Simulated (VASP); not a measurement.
# Ta3H in VASP: single point with PBE

Aim: the single point of Ta3H with PBE.

Program: VASP 6.6.1. These are calculated values, not measurements. Logs are shortened: lines on timing, memory, paths and dates and some standing lists are left out, and cuts for length are marked.

### 1 The cell of the first run

The cell holds a slab with vacuum, 4 atoms: a = 2.874 Å, b = 2.874 Å, c = 20.027 Å, α = 90.00°, β = 90.00°, γ = 109.47°.

### 2 Single point, PBE

Contents of INCAR:

```
PREC = Accurate ; ENCUT = 520
EDIFF = 1E-6 ; ISMEAR = 0
SIGMA = 0.1 ; LREAL = False
LASPH = True ; NELM = 100
ALGO = Normal ; ISIF = 2
LWAVE = False ; LCHARG = True
LDIPOL = True ; IDIPOL = 3
DIPOL = 0.5 0.5 0.357 ; GGA = PE
LELF = True ; LVHAR = True
LVACPOTAV = True ; NBANDS = 25
```

Contents of KPOINTS:

```
regular mesh
0
Gamma
  10 10 1
```

Contents of POSCAR:

```
Ta3H
1.0
    2.8743098524      0.0000000000      0.0000000000
   -0.9581032841      2.7099253172      0.0000000000
    0.0000000000      0.0000000000     20.0266897040
Ta H
3 1
Direct
    0.5000000000      0.5000000000      0.1997334587
    0.0000000000      0.0000000000      0.3127671377
    0.5000000000      0.5000000000      0.4257663064
    0.5000000000      1.0000000000      0.4903815013
```

Potentials or basis: VASP PAW PBE potentials, release 64 (Ta_pv, H).

Command:

```
$ cat potpaw_PBE.64/Ta_pv/POTCAR potpaw_PBE.64/H/POTCAR > POTCAR
$ mpirun -np 1 vasp_std > vasp.out
```

OUTCAR:

```text
PREC = Accurate
   ENCUT = 520
   EDIFF = 1E-6
   ISMEAR = 0
   LREAL = False
   LASPH = True
   NELM = 100
   ISIF = 2
   GGA = PE

 ion  position               nearest neighbor table
   1  0.500  0.500  0.200-   2 2.81   2 2.81   2 3.26   2 3.26
   2  0.000  0.000  0.313-   3 2.81   3 2.81   1 2.81   1 2.81   3 3.26   3 3.26   1 3.26   1 3.26

   3  0.500  0.500  0.426-   4 1.93   4 1.93   2 2.81   2 2.81   2 3.26   2 3.26
   4  0.500  0.000  0.490-   3 1.93   3 1.93

  LATTYP: Found a base centered orthorhombic cell.
 ALAT       =     3.3189671341
 B/A-ratio  =     1.4142135623
 C/A-ratio  =     6.0340126596

  Lattice vectors:

 A1 = (   2.8743098524,   0.0000000000,   0.0000000000)
 A2 = (  -0.9581032841,   2.7099253172,   0.0000000000)
 A3 = (   0.0000000000,   0.0000000000,  20.0266897040)

Analysis of symmetry for initial positions (statically):
=====================================================================
 Subroutine PRICEL returns:
 Original cell was already a primitive cell.

 Routine SETGRP: Setting up the symmetry group for a
 base centered orthorhombic supercell.

 Subroutine GETGRP returns: Found  2 space group operations
 (whereof  2 operations were pure point group operations)
 out of a pool of  8 trial point group operations.

The static configuration has the point symmetry C_2 .

Analysis of symmetry for dynamics (positions and initial velocities):
=====================================================================
 Subroutine PRICEL returns:
 Original cell was already a primitive cell.

 Routine SETGRP: Setting up the symmetry group for a
 base centered orthorhombic supercell.

 Subroutine GETGRP returns: Found  2 space group operations
 (whereof  2 operations were pure point group operations)
 out of a pool of  8 trial point group operations.

The dynamic configuration has the point symmetry C_2 .

 Subroutine INISYM returns: Found  2 space group operations
 (whereof  2 operations are pure point group operations),
 and found     1 'primitive' translations

----------------------------------------------------------------------------------------

                                     Primitive cell

  volume of cell :     155.9912

  direct lattice vectors                    reciprocal lattice vectors
     2.874309852  0.000000000  0.000000000     0.347909603  0.123004620  0.000000000
    -0.958103284  2.709925317  0.000000000     0.000000000  0.369013859  0.000000000
[... 82 lines left out ...]
   ICHARG =      2    charge: 1-file 2-atom 10-const
   ISPIN  =      1    spin polarized calculation?
   LNONCOLLINEAR =      F non collinear calculations
   LSORBIT =      F    spin-orbit coupling
   LASPH  =      T    aspherical Exc in radial PAW
   ENCUT  =  520.0 eV  38.22 Ry    6.18 a.u.   5.34  5.34 37.24*2*pi/ulx,y,z
   NELM   =    100;   NELMIN=  2; NELMDL= -5     # of ELM steps
   EDIFF  = 0.1E-05   stopping-criterion for ELM
   LREAL  =      F    real-space projection
[... 7 lines left out ...]
   TEBEG  =    0.0;   TEEND  =   0.0 temperature during run
   PSTRESS=    0.0 pullay stress
   NELECT =      34.0000    total number of electrons
   NUPDOWN=      -1.0000    fix difference up-down
   EMIN   =  10.00;   EMAX   =-10.00  energy-range for DOS
   EFERMI =   0.00;   METHOD = LEGACY
   ISMEAR =     0;   SIGMA  =   0.10  broadening in eV -4-tet -1-fermi 0-gaus
   EFERMI_NEDOS =   21; number of points for ismear=-14 and -15
   IALGO  =     38    algorithm
   IMIX   =      4    mixing-type and parameters
     AMIX     =   0.40;   BMIX     =  1.00
     AMIX_MAG =   1.60;   BMIX_MAG =  1.00
  volume/ion in A,a.u.               =      39.00       263.17
  Fermi-wavevector in a.u.,A,eV,Ry     =   0.985223  1.861801 13.206684  0.970664
  Thomas-Fermi vector in A             =   2.116514
   LORBIT       =      0    0 simple, 1 ext, 2 COOP (PROOUT), +10 PAW based schemes
   GGA     = PE    functional components
   LHFCALC =     F    Hartree Fock is set to
   AEXX    =    0.0000 exact exchange contribution
   IVDW    =     0    specifies the selected vdW correction
   LEPSILON=     F    determine dielectric tensor
   LRPA    =     F    only Hartree local field effects (RPA)
 non-spin polarized calculation
 Gauss-broadening in eV      SIGMA  =   0.10
  energy-cutoff  :      520.00
  volume of cell :      155.99
 maximum number of plane-waves:      4238
 NGX is ok and might be reduce to    24
   NGX = 11   NGY = 11   NGZ = 75

 dipolmoment           0.000000      0.000000     -0.400669 electrons x Angstroem

 number of electron      33.9999997 magnetization

 dipolmoment           0.000000      0.000000      0.004464 electrons x Angstroem

 Free energy of the ion-electron system (eV)
  ---------------------------------------------------
  ext. energy  EPLUGINS =         0.00000000
  ---------------------------------------------------
  free energy    TOTEN  =       -37.21824371 eV

  energy without entropy =      -37.20435261  energy(sigma->0) =      -37.21129816

 E-fermi :  -0.9842     XC(G=0):  -5.5216

 val. band max:       -0.9881582697   @ k =  -0.2000   0.2000   0.0000
 cond. band min:      -0.9720623531   @ k =   0.2000  -0.4000   0.0000
 fundamental gap:      0.0160959166
 Fermi energy:        -0.9841917372

 k-point     1 :       0.0000    0.0000    0.0000
  band No.  band energies     occupation
      1     -35.4597      2.00000
      2     -35.1714      2.00000
      3     -34.7349      2.00000
      4     -34.6476      2.00000
      5     -34.4403      2.00000
      6     -34.4376      2.00000
[... 661 lines left out ...]
     24       2.9952      0.00000
     25       3.3051      0.00000

 [... further k-points ...]
[... 5 lines left out ...]
  --------------------------------------------------------------------------------------
  -------------------------------------------------------------------------------------
  Total       -1.7224381     -1.2693380      0.7364424     -0.6730047      0.0000000      0.0000000
  in kB      -17.6910714    -13.0373034      7.5639611     -6.9123963      0.0000000      0.0000000
  external PRESSURE =      -7.7214712 kB  Pullay stress =       0.0000000 kB

 VOLUME and BASIS-vectors are now :
 -----------------------------------------------------------------------------
  energy-cutoff  :      520.00
  volume of cell :      155.99
      direct lattice vectors                 reciprocal lattice vectors
     2.874309852  0.000000000  0.000000000     0.347909603  0.123004620  0.000000000
    -0.958103284  2.709925317  0.000000000     0.000000000  0.369013859  0.000000000
     0.000000000  0.000000000 20.026689704     0.000000000  0.000000000  0.049933365

 POSITION                                       TOTAL-FORCE (eV/Angst)
 -----------------------------------------------------------------------------------
      0.95810      1.35496      4.00000         0.000000      0.000000      0.025969
      0.00000      0.00000      6.26369        -0.000000      0.000000     -0.384774
      0.95810      1.35496      8.52669        -0.000000      0.000000      0.346927
      1.43715      0.00000      9.82072        -0.000000      0.000000      0.011879
 -----------------------------------------------------------------------------------
    total drift:                                0.000000      0.000000     -0.000277

  FREE ENERGIE OF THE ION-ELECTRON SYSTEM (eV)
  ---------------------------------------------------
  free  energy   TOTEN  =       -37.2182437095 eV

  energy  without entropy=      -37.2043526124  energy(sigma->0) =      -37.21129816

 vacuum level on the upper side and lower side of the slab         3.923         3.818
```

OSZICAR:

```text
N       E                     dE             d eps       ncg     rms          rms(c)
DAV:   1     0.245943136725E+03    0.24594E+03   -0.18975E+04  3168   0.118E+03
DAV:   2    -0.301728265571E+02   -0.27612E+03   -0.26782E+03  3158   0.317E+02
DAV:   3    -0.398303339734E+02   -0.96575E+01   -0.93163E+01  3378   0.555E+01
[... 19 lines left out ...]
DAV:  23    -0.372182336996E+02   -0.17873E-04   -0.18539E-06  2496   0.878E-03    0.118E-03
DAV:  24    -0.372182406198E+02   -0.69202E-05   -0.68535E-07  2411   0.459E-03    0.942E-04
DAV:  25    -0.372182421687E+02   -0.15489E-05   -0.14435E-07  1960   0.187E-03    0.490E-04
DAV:  26    -0.372182434187E+02   -0.12500E-05   -0.10517E-07  1904   0.123E-03    0.549E-04
DAV:  27    -0.372182437095E+02   -0.29082E-06   -0.30189E-08  1700   0.109E-03
   1 F= -.37218244E+02 E0= -.37211298E+02  d E =-.138911E-01
```

Wall time 4.4 min (1 thread of Intel Xeon Platinum 8259CL at 2.50GHz (Skylake/Cascade Lake), shared host); peak memory 0.39 GiB.

Results:

- Free energy: -37.2182 eV
- Largest force: 0.385 eV/Å
- Band gap on the k mesh: zero (band 17 reaches 0.22 eV, above the bottom of band 18 at -1.33 eV)

Forces in eV/Å, atoms in the order of the input:
```
Ta   0.000  0.000  0.026
Ta   0.000  0.000 -0.385
Ta   0.000  0.000  0.347
H    0.000  0.000  0.012
```

Caveat: spin-orbit coupling is left out, which moves the levels of the heavy elements.
